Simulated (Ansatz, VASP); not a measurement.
## One calculation of I, two programs

File POSCAR:

```
I
1.0
    0.0000000000      2.3336289500      3.8569979773
    2.1626168959      0.0000000000      3.8569979773
    2.1626168959      2.3336289500      0.0000000000
I
1
Direct
    0.0000000000      0.0000000000      0.0000000000
```

Contents of INCAR.step1:

```
SYSTEM = I
PREC     = Accurate       ! precision mode
ENCUT    = 520            ! plane-wave cutoff, eV
ISMEAR   = -1             ! smearing method
SIGMA    = 0.05           ! smearing width, eV
LREAL    = .False.        ! projectors in reciprocal space
LASPH    = .True.         ! aspherical terms in the spheres
NELM     = 60             ! most SCF steps
NBANDS   = 10             ! bands
GGA      = PE             ! functional
ALGO     = Normal         ! electronic algorithm
EDIFF    = 1E-4           ! SCF threshold, eV
LWAVE    = .True.         ! write WAVECAR
LCHARG   = .False.        ! write CHGCAR
```

The input INCAR.step2:

```
SYSTEM = I
PREC     = Accurate       ! precision mode
ENCUT    = 520            ! plane-wave cutoff, eV
EDIFF    = 1E-6           ! SCF threshold, eV
ISMEAR   = -1             ! smearing method
SIGMA    = 0.05           ! smearing width, eV
LREAL    = .False.        ! projectors in reciprocal space
LASPH    = .True.         ! aspherical terms in the spheres
NELM     = 60             ! most SCF steps
ALGO     = Normal         ! electronic algorithm
ISIF     = 2              ! what is computed and relaxed
LWAVE    = .False.        ! write WAVECAR
LCHARG   = .False.        ! write CHGCAR
METAGGA  = R2SCAN         ! meta-GGA
LMIXTAU  = .True.       
IVDW     = 12             ! dispersion correction
VDW_S6   = 1.0          
VDW_S8   = 0.78981345   
VDW_A1   = 0.49484001   
VDW_A2   = 5.73083694   
NBANDS   = 10             ! bands
ISTART   = 1
```

The input KPOINTS:

```
regular mesh
0
Gamma
  9 9 9
  0 0 0
```

File input.yaml:

```yaml
crystal:
  lattice:
    - [0.0, 2.33362895, 3.8569979773]
    - [2.1626168959, 0.0, 3.8569979773]
    - [2.1626168959, 2.33362895, 0.0]
  atoms:
    - { symbol: I, position: [0.0, 0.0, 0.0] }
hamiltonian:
  xc: r2scan
  pseudopotentials: { kind: paw }
  dispersion: d3bj
kpoints:
  mp_grid: { grid: [9, 9, 9] }
scf:
  occupations: { method: fermi_dirac, width: 0.05 }
output:
  forces: true
  stress: true
  eigenvalues: true
  write_density: true
  write_potential: true
  elf: true
  volumetric_format: npy
```

Alike in both runs: task single point; functional r2SCAN; dispersion D3(BJ); k mesh 9 × 9 × 9; occupations fermi-dirac, width 0.05 eV; no spin polarisation.

|  | VASP | Ansatz |
| --- | --- | --- |
| version | VASP 6.6.1 | Ansatz 0.2.0 |
| potentials or method | VASP PAW PBE potentials, release 64 (I) | Ansatz PAW |
| plane-wave cutoff (eV) | 520 | 500 |
| valence electrons in the cell | 7 | 17 |

|  | VASP | Ansatz | Ansatz less VASP |
| --- | --- | --- | --- |
| gap on the k mesh at the Fermi level (eV) | none | none | - |
| pressure (GPa) | 0.5 | 0.6 | +0.05 |
| traceless stress, the component that is largest in VASP (GPa) | -0.96 | -1.00 | -0.036 |

VASP's potentials were made for PBE, not for r2SCAN. A gap of «none» marks a metal or a gap that the smearing closes. VASP's potentials hold 7 valence electrons a cell and Ansatz's 17, so a difference there can come from the potentials and not from the codes.

Spin-orbit coupling is off throughout.
